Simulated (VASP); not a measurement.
A run of VASP 6.6.1:

File INCAR:

```
SYSTEM = Al16O
PREC = Accurate ; ENCUT = 520
EDIFF = 1E-6 ; ISMEAR = 0
SIGMA = 0.1 ; LREAL = Auto
LASPH = .TRUE. ; NELM = 60
ALGO = Normal ; ISIF = 2
LWAVE = .FALSE. ; LCHARG = .FALSE.
LDIPOL = .TRUE. ; IDIPOL = 3
DIPOL = 0.5 0.5 0.322 ; GGA = PE
IBRION = 2 ; NSW = 36
EDIFFG = -0.025 ; KPAR = 4
```

Contents of KPOINTS:

```
regular mesh
0
G
  5 4 1
  0 0 0
```

Contents of POSCAR:

```
Al16O
1.0
    5.7135165838      0.0000000000      0.0000000000
    0.0000000000      8.0801326417      0.0000000000
    0.0000000000      0.0000000000     19.7432787023
Al O
16 1
Selective dynamics
Direct
    0.2500000000      0.2500000000      0.2026005944  F F F
    0.2500000000      0.7500000000      0.2026005944  F F F
    0.7500000000      0.2500000000      0.2026005944  F F F
    0.7500000000      0.7500000000      0.2026005944  F F F
    0.0000000000      0.0000000000      0.2749482104  F F F
    0.0000000000      0.5000000000      0.2749482104  F F F
    0.5000000000      0.0000000000      0.2749482104  F F F
    0.5000000000      0.5000000000      0.2749482104  F F F
    0.2500000000      0.2500000000      0.3495466405  F F F
    0.2500000000      0.7500000000      0.3495466405  F F F
    0.7500000000      0.2500000000      0.3495466405  F F F
    0.7500000000      0.7500000000      0.3495466405  F F F
    0.0000000000      0.0000000000      0.4175232912  F F F
    0.0000000000      0.5000000000      0.4175232912  F F F
    0.5000000000      0.0000000000      0.4175232912  F F F
    0.5000000000      0.5000000000      0.4175232912  F F F
    0.1666666667      0.0000000000      0.4885308424  F F T
```

Potentials or basis: VASP PAW PBE potentials, release 64 (Al, O).

Run with:

```sh
$ cat potpaw_PBE.64/Al/POTCAR potpaw_PBE.64/O/POTCAR > POTCAR
$ mpirun -np 4 vasp_std > vasp.out
```

Hardware: 4 MPI ranks on Intel(R) Xeon(R) Platinum 8488C (Sapphire Rapids), on a shared host.

Task: Estimate the wall time of this run.

Result: Wall time 5 min on 4 MPI ranks on Intel(R) Xeon(R) Platinum 8488C (Sapphire Rapids), on a shared host, peak memory 0.89 GiB a rank. Counts: scf iterations 42, k points 9, ion steps 2.
